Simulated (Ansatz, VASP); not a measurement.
# One calculation of Fe, two programs

```
Fe
1.0
     0.00000    2.34595    2.34595
     2.34595    0.00000    2.34595
     2.34595    2.34595    0.00000
Fe
2
Direct
  0.12500 0.12500 0.12500
  0.87500 0.87500 0.87500
```

Alike in both runs: task single point; functional LDA; k mesh 13 × 13 × 13; occupations fermi-dirac, width 0.1 eV; no spin polarisation.

```csv
,VASP,Ansatz
version,VASP 6.6.1,Ansatz 0.2.0
potentials or method,"VASP PAW LDA potentials, release 64 (Fe_sv), cutoff 600 eV","plane waves (420 eV) with PAW, scalar-relativistic"
valence electrons in the cell,32,32
```

```tsv
	VASP	Ansatz	Ansatz less VASP
pressure (GPa)	5.8	8.4	+2.59
```

Ansatz warns that its potentials were made for another functional, while VASP's fit it. LDA's correlation is that of Perdew and Zunger in VASP and of Perdew and Wang (1992) in Ansatz.
